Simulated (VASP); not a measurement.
Wanted: the native input for a VASP 6.6.1 run.

* Task: single point
* Functional: LDA
* Potentials or basis: VASP PAW LDA potentials, release 64 (Ga_d, P)
* Cutoff: 500 eV
* k mesh: 5 × 5 × 5
* Occupations: fermi-dirac, width 0.01 eV
* Spin: no spin polarisation
* Dipole correction: no
* Further INCAR settings: ALGO = Normal; EDIFF = 1e-06; NBANDS = 22

The structure of GaP3 lies in POSCAR:

```
GaP3
1.0
    0.0000000000      3.0840294176      3.0840294176
    3.0840294176      0.0000000000      3.0840294176
    3.0840294176      3.0840294176      0.0000000000
Ga P
1 3
Direct
    0.0000000000      0.0000000000      0.0000000000
    0.5000000000      0.5000000000      0.5000000000
    0.2500000000      0.2500000000      0.2500000000
    0.7500000000      0.7500000000      0.7500000000
```

One way to write it, as run:

INCAR

```
SYSTEM = GaP3
  PREC = Accurate
  ENCUT = 500
  EDIFF = 1E-6
  ISMEAR = -1
  SIGMA = 0.01
  LREAL = .FALSE.
  LASPH = .TRUE.
  NELM = 120
  ALGO = Normal
  ISIF = 2
  LWAVE = .FALSE.
  LCHARG = .FALSE.
  NBANDS = 22
  GGA_COMPAT = .FALSE.
```

KPOINTS

```
Automatic mesh
0
G
  5 5 5
  0 0 0
```

Potentials or basis: VASP PAW LDA potentials, release 64 (Ga_d, P).

The run is started by

```bash
$ cat potpaw_LDA.64/Ga_d/POTCAR potpaw_LDA.64/P/POTCAR > POTCAR
$ mpirun -np 1 vasp_std > vasp.out
```

Results of the run:

The pressure is 0.1 GPa and the band gap on the k mesh is zero (bands 14 and 15 overlap by 2.09 eV).

Run time: 10 s on 1 thread of Intel(R) Xeon(R) Platinum 8488C (Sapphire Rapids), with other jobs on the host, peak memory 0.15 GiB.
